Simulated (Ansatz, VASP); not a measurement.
# Ta in VASP and in Ansatz

Contents of INCAR:

```
SYSTEM = Ta
PREC     = Accurate       ! precision mode
ENCUT    = 520            ! plane-wave cutoff, eV
EDIFF    = 1E-7           ! SCF threshold, eV
ISMEAR   = 1              ! smearing method
SIGMA    = 0.1            ! smearing width, eV
LREAL    = .False.        ! projectors in reciprocal space
LASPH    = .True.         ! aspherical terms in the spheres
NELM     = 150            ! most SCF steps
ALGO     = Normal         ! electronic algorithm
ISIF     = 2              ! what is computed and relaxed
LWAVE    = .False.        ! write WAVECAR
LCHARG   = .False.        ! write CHGCAR
ISPIN    = 2              ! spin polarisation
MAGMOM   = 0.05           ! initial moments
LORBIT   = 11             ! projections on sites
LMAXMIX  = 4              ! l up to which the mixer works
GGA      = PS             ! functional
NBANDS   = 16             ! bands
```

File KPOINTS:

```
Automatic mesh
0
Gamma
  12 12 12
  0 0 0
```

POSCAR

```
Ta
1.0
   -1.6512800000      1.6512800000      1.6512800000
    1.6512800000     -1.6512800000      1.6512800000
    1.6512800000      1.6512800000     -1.6512800000
Ta
1
Direct
    0.0000000000      0.0000000000      0.0000000000
```

Input for Ansatz:

```yaml
crystal:
  lattice:
    - [-1.65128, 1.65128, 1.65128]
    - [1.65128, -1.65128, 1.65128]
    - [1.65128, 1.65128, -1.65128]
  atoms:
    - { symbol: Ta, position: [0.0, 0.0, 0.0], spin: 0.05 }
magnetization:
  spin_polarized: true
kpoints:
  mp_grid: { grid: [12, 12, 12] }
scf:
  occupations: { method: methfessel_paxton, width: 0.1 }
  convergence: { dr2_threshold: 1.0e-10 }
  lower_state_search: "off"
hamiltonian:
  xc: pbesol
  pseudopotentials: { kind: all_electron, lapw: { basis_error: 0.0005 } }
output:
  forces: true
  stress: true
  eigenvalues: false
```

Alike in both runs: task single point; functional PBEsol; k mesh 12 × 12 × 12; occupations methfessel-paxton of order 1, width 0.1 eV; collinear spin.

```csv
,VASP,Ansatz
version,VASP 6.6.1,Ansatz 0.2.0
potentials or method,"VASP PAW PBE potentials, release 64 (Ta_pv), cutoff 520 eV","all-electron LAPW, scalar-relativistic"
```

|  | VASP | Ansatz | Ansatz less VASP |
| --- | --- | --- | --- |
| pressure (GPa) | -4.9 | -5.2 | -0.24 |
| net moment per atom (μB) | 0.00 | 0.00 | 0.000 |

VASP's potentials were made for PBE, not for PBEsol. Ansatz ran all-electron here, and VASP with PAW potentials. Ansatz's warnings: seeded moment not kept, stability check not made.

Spin-orbit coupling is off throughout.
